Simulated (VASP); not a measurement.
Write the native input for VASP 6.6.1 that does the following.

* Task: single point
* Functional: PBE
* Potentials or basis: VASP PAW PBE potentials, release 64 (Ge_d, F)
* Cutoff: 520 eV
* k mesh: 6 × 6 × 6
* Occupations: gaussian, width 0.1 eV
* Spin: no spin polarisation
* Dipole correction: no
* Further INCAR settings: ALGO = Normal; EDIFF = 1e-07; NBANDS = 34

The structure of GeF5 lies in POSCAR:

```
GeF5
1.0
    1.8711466300     -5.4922878500      0.0000000000
    1.8711466300      5.4922878500      0.0000000000
    0.0000000000      0.0000000000      3.7369469700
Ge F
1 5
Direct
    0.0000000000      0.0000000000      0.0000000000
    0.3365818300      0.6634181700      0.0000000000
    0.6634181700      0.3365818300      0.0000000000
    0.5000000000      0.5000000000      0.5000000000
    0.8341655700      0.1658344300      0.5000000000
    0.1658344300      0.8341655700      0.5000000000
```

The cell was generated, and may not be a known phase.

The input as run:

INCAR

```
PREC = Accurate
ENCUT = 520
EDIFF = 1E-7
ISMEAR = 0
SIGMA = 0.1
LREAL = F
LASPH = T
NELM = 100
ALGO = Normal
ISIF = 2
LWAVE = F
LCHARG = F
GGA = PE
NBANDS = 34
```

KPOINTS

```
regular mesh
0
Gamma
  6 6 6
```

Potentials or basis: VASP PAW PBE potentials, release 64 (Ge_d, F).

Run with:

```console
$ cat potpaw_PBE.64/Ge_d/POTCAR potpaw_PBE.64/F/POTCAR > POTCAR
$ mpirun -np 1 vasp_std > vasp.out
```

It gave:

* Pressure: -11.3 GPa
* Largest force: 1.147 eV/Å
* Band gap on the k mesh: zero (an odd number of electrons rules out a gap without spin polarisation)

Caveat: the stress differs along the axes, from -15 to -9 GPa; an odd number of electrons without spin polarisation forces a metal; a magnetic or distorted state may lie lower.

Wall time 100 s on 1 thread of Intel(R) Xeon(R) 6975P-C (Granite Rapids) (shared host), peak memory 0.29 GiB.
